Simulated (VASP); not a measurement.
Wanted: the native input for a VASP 6.6.1 run.

| Item | Value |
| --- | --- |
| Task | single point |
| Functional | PBE |
| Potentials or basis | VASP PAW PBE potentials, release 64 (Si, Ni, H) |
| Cutoff | 520 eV |
| k mesh | 1 × 1 × 1 |
| Occupations | methfessel-paxton, width 0.1 eV |
| Spin | no spin polarisation |
| Dipole correction | no |
| Further INCAR settings | LREAL = Auto; ALGO = Normal; EDIFF = 1e-06; NBANDS = 134 |

The structure of Si16Ni16H (a cell with a defect) (H interstitial hop) lies in POSCAR:

```
Si16Ni16H
1.0
   -5.1384090200      3.3970617200      5.5985037800
    5.1384090200     -3.3970617200      5.5985037800
    5.1384090200      3.3970617200     -5.5985037800
Si Ni H
16 16 1
Direct
    0.1681313951      0.2091202867      0.7775195190
    0.1801837947      0.7040060475      0.2494772227
    0.6737533373      0.2087273178      0.2879741350
    0.6698474650      0.7079893830      0.7869652276
    0.3396213273      0.2908511565      0.2161087375
    0.3272914669      0.7959351640      0.7439001031
    0.8336476708      0.2910669800      0.7053518903
    0.8380107394      0.7920041791      0.2067012416
    0.3393948528      0.1241602010      0.5412820711
    0.3315114170      0.6191347145      0.0326326404
    0.8335471209      0.1189148741      0.0340653659
    0.8357017470      0.6176873354      0.5266046764
    0.1683274060      0.3757619290      0.4522973098
    0.1759828719      0.8806124071      0.9607573514
    0.6739920754      0.3809786609      0.9593803749
    0.6719760556      0.8822642952      0.4669309126
    0.4693379389      0.1003340011      0.8790522795
    0.4771347745      0.5953970363      0.3789507841
    0.9714533462      0.0968756998      0.3754173051
    0.9595724996      0.5952029902      0.8587271967
    0.0382472169      0.3994811538      0.1143909093
    0.0305147759      0.9046059452      0.6145904382
    0.5361751362      0.4031446898      0.6181808092
    0.5480149502      0.9045559890      0.1346430982
    0.0363033649      0.4136816808      0.6245781224
    0.0353764122      0.9144162514      0.1244353571
    0.5318698775      0.4103062061      0.1239081713
    0.5370628780      0.9141595546      0.6304706424
    0.4712456470      0.0861139198      0.3687768594
    0.4723843186      0.5856588809      0.8692793723
    0.9757997202      0.0896516715      0.8696437183
    0.9705522662      0.5856335446      0.3629520001
    0.2537506129      0.7494279739      0.4966805809
```

The input as run:

INCAR

```
PREC = Accurate
ENCUT = 520
EDIFF = 1E-6
ISMEAR = 1
SIGMA = 0.1
LREAL = Auto
LASPH = T
NELM = 60
ALGO = Normal
ISIF = 2
LWAVE = F
LCHARG = T
GGA = PE
LELF = T
LVHAR = T
NBANDS = 134
```

KPOINTS

```
regular mesh
0
Gamma
  1 1 1
```

Potentials or basis: VASP PAW PBE potentials, release 64 (Si, Ni, H).

The run is started by

```bash
$ cat potpaw_PBE.64/Si/POTCAR potpaw_PBE.64/Ni/POTCAR potpaw_PBE.64/H/POTCAR > POTCAR
$ mpirun -np 1 vasp_gam > vasp.out
```

It gave:

```
Pressure      : 0.8 GPa
Largest force : 0.017 eV/Å
```

Caveat: the k points lie up to 1.11 Å⁻¹ apart.

Run time: 4 min on 1 thread of Intel(R) Xeon(R) Platinum 8259CL CPU @ 2.50GHz (Skylake/Cascade Lake), with other jobs on the host, peak memory 0.55 GiB.
